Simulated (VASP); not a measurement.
Input of a VASP 6.6.1 run:

INCAR

```
  PREC = Accurate
  ENCUT = 520
  EDIFF = 1E-6
  ISMEAR = -1
  SIGMA = 0.01
  LREAL = Auto
  LASPH = T
  NELM = 100
  ALGO = Normal
  ISIF = 2
  LWAVE = F
  LCHARG = F
  GGA = PE
  NBANDS = 120
  LUSENCCL = F
```

File KPOINTS:

```
regular mesh
0
Gamma
  3 3 2
```

The input POSCAR:

```
Si12TeO23
1.0
    7.6036108327      4.3899467611      0.0000000000
   -7.6036108327      4.3899467611      0.0000000000
    0.0000000000      0.0000000000      8.5584885400
Si O Te
12 23 1
Direct
    0.3333333333      0.0000000000      1.0290054053
    0.6666666667      0.6666666667      0.9204861196
    0.0000000000      0.3333333333      0.9500314239
    0.3333333333      0.0000000000      0.4709945947
    0.6666666667      0.6666666667      0.5499685761
    0.0000000000      0.3333333333      0.5795138804
    0.3318518298      0.3488688265      0.0764309385
    0.6836836634      0.0014815036      0.0764309385
   -0.0155354932      0.6496496699      0.0764309385
    0.3348148369      0.3503503301      0.4235690615
    0.6822021599     -0.0014815036      0.4235690615
   -0.0170169968      0.6511311735      0.4235690615
    0.1340851899      0.2674873505      0.0078324350
    0.4773431421      0.9489373357      0.0877807813
    0.8200848174      0.6273726473     -0.0249766589
    0.2822706691      0.1440098088      0.4122192187
    0.6008206838      0.8007518565      0.4921675650
    0.9607059806      0.4867514841      0.5249766589
    0.1893235245      0.8049275269      0.4122192187
    0.5325814768      0.4667354939      0.4921675650
    0.8465818493      0.1406211632      0.5249766589
    0.3843959976      0.1950724731      0.0877807813
    0.7059606861      0.8593788368     -0.0249766589
    0.0658459829      0.5332645061      0.0078324350
    0.1927121702      0.3726273527      0.5249766589
    0.5284058064      0.0510626643      0.4122192187
    0.8665978394      0.7325126495      0.4921675650
    0.6666666667      0.6666666667      0.7351425195
    0.0000000000      0.3333333333      0.7648574805
    0.3333333333      0.4224721751      0.2500000000
    0.7558055084      0.0000000000      0.2500000000
   -0.0891388418      0.5775278249      0.2500000000
    0.1382608603      0.8559901912      0.0877807813
    0.4739544965      0.5132485159     -0.0249766589
    0.8000688273      0.1992481435      0.0078324350
    0.3333333333      0.0000000000      0.7500000000
```

Potentials or basis: VASP PAW PBE potentials, release 64 (Si, O, Te).

Command:

```console
$ cat potpaw_PBE.64/Si/POTCAR potpaw_PBE.64/O/POTCAR potpaw_PBE.64/Te/POTCAR > POTCAR
$ mpirun -np 1 vasp_std > vasp.out
```

Task: Estimate the largest force.

Result: 0.034 eV/Å.

Task: What does it give for the band gap on the k mesh?

Result: 2.72 eV.

Stress tensor (GPa, compression positive):
```
0.60 0.00 0.00
0.00 0.60 0.00
0.00 0.00 8.53
```

Caveat: spin-orbit coupling is left out, which moves the levels of the heavy elements.
